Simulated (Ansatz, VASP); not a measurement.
# GeS: VASP beside Ansatz

```
Ge S
1.0
    10.65782    0.00000    0.00000
     0.00000    3.68075    0.00000
     0.00000    0.00000    4.35642
Ge S
4 4
Direct
  0.12446 0.25000 0.13519
  0.37554 0.75000 0.63519
  0.62446 0.25000 0.36481
  0.87554 0.75000 0.86481
  0.84935 0.25000 0.49487
  0.65065 0.75000 0.99487
  0.34935 0.25000 0.00513
  0.15065 0.75000 0.50513
```

Alike in both runs: functional PBE; dispersion D3(BJ); k mesh 4 × 10 × 8; no spin polarisation.

Ansatz relaxed the structure, and its values are those at the end. VASP's run is a single point on that final structure, the one shown.

```csv
,VASP,Ansatz
version,VASP 6.6.1,Ansatz 0.2.0
potentials or method,"VASP PAW PBE potentials, release 64 (Ge_d, S)","scalar-relativistic, plane waves, PAW"
plane-wave cutoff (eV),500,420
occupations,"gaussian, width 0.01 eV",fixed
valence electrons in the cell,80,80
```

Ansatz gave:

| Property | Result |
| --- | --- |
| gap on the k mesh at the Fermi level (eV) | 1.27 |
| least direct gap on the mesh (eV) | 1.27 |
| pressure (GPa) | 0.0 |

What did VASP give for the same quantities?

gap on the k mesh at the Fermi level (eV): 1.26; least direct gap on the mesh (eV): 1.26; pressure (GPa): -0.1.

Ansatz's warnings: dispersion switch in reach, relaxed geometry near dispersion switch.
